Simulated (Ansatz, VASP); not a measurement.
**Mg3Si: VASP beside Ansatz**

The input INCAR:

```
  PREC = Accurate
  ENCUT = 600
  EDIFF = 1E-7
  ISMEAR = 0
  SIGMA = 0.1
  LREAL = F
  LASPH = T
  NELM = 80
  ALGO = Fast
  ISIF = 3
  LWAVE = F
  LCHARG = F
  GGA = PE
  IBRION = 2
  NSW = 100
  EDIFFG = -0.01
```

Contents of KPOINTS:

```
Automatic mesh
0
Gamma
  18 18 6
```

Contents of POSCAR:

```
Mg3Si
1.0
    3.0572475462      0.0000000000      0.0000000000
   -1.5286237731      2.6476540407      0.0000000000
    0.0000000000      0.0000000000     10.0504661511
Mg Si
3 1
Direct
    0.3333333333      0.6666666667      0.7301781938
    0.0000000000      0.0000000000      0.0000000000
    0.3333333333      0.6666666667      0.2698218062
    0.0000000000      0.0000000000      0.5000000000
```

Input for Ansatz:

```yaml
crystal:
  lattice:
    - [3.0572475462, 0.0, 0.0]
    - [-1.5286237731, 2.6476540407, 0.0]
    - [0.0, 0.0, 10.0504661511]
  atoms:
    - { symbol: Mg, position: [0.3333333333, 0.6666666667, 0.7301781938] }
    - { symbol: Mg, position: [0.0, 0.0, 0.0] }
    - { symbol: Mg, position: [0.3333333333, 0.6666666667, 0.2698218062] }
    - { symbol: Si, position: [0.0, 0.0, 0.5] }
basis:
  ecutwfc: 420
kpoints:
  mp_grid: { grid: [18, 18, 6] }
hamiltonian:
  xc: pbe
scf:
  occupations: { method: gaussian, width: 0.1 }
output:
  forces: true
  stress: true
  eigenvalues: true
  write_density: true
  write_potential: true
  elf: true
  volumetric_format: npy
relax:
  adjacent_minimum: "off"
  f_tol: 0.01
  max_steps: 80
  cell: { stress_tol: 0.05 }
```

Change from the starting cell: species swapped into the MgSc3 type (P-6m2, No. 187).

Alike in both runs: task relaxation of cell and atoms; functional PBE; k mesh 18 × 18 × 6; occupations gaussian, width 0.1 eV; no spin polarisation.

|  | VASP | Ansatz |
| --- | --- | --- |
| version | VASP 6.6.1 | Ansatz 0.2.0 |
| potentials or method | VASP PAW PBE potentials, release 64 (Mg, Si), cutoff 600 eV | scalar-relativistic, plane waves, PAW |
| valence electrons in the cell | 10 | 34 |

VASP gave:

```
gap on the k mesh at the Fermi level, each at its own relaxed structure (eV) : none
relaxed volume (Å³/atom)                                                     : 20.48
relaxed length of the cell vector where the two differ most in proportion (Å)              : 3.148
```

Problem. Estimate Ansatz's values.

Solution. gap on the k mesh at the Fermi level, each at its own relaxed structure (eV): none; relaxed volume (Å³/atom): 20.53; relaxed length of the cell vector where the two differ most in proportion (Å): 3.151.

A gap of «none» marks a metal or a gap that the smearing closes. VASP's potentials hold 10 valence electrons a cell and Ansatz's 34, so a difference there can come from the potentials and not from the codes.
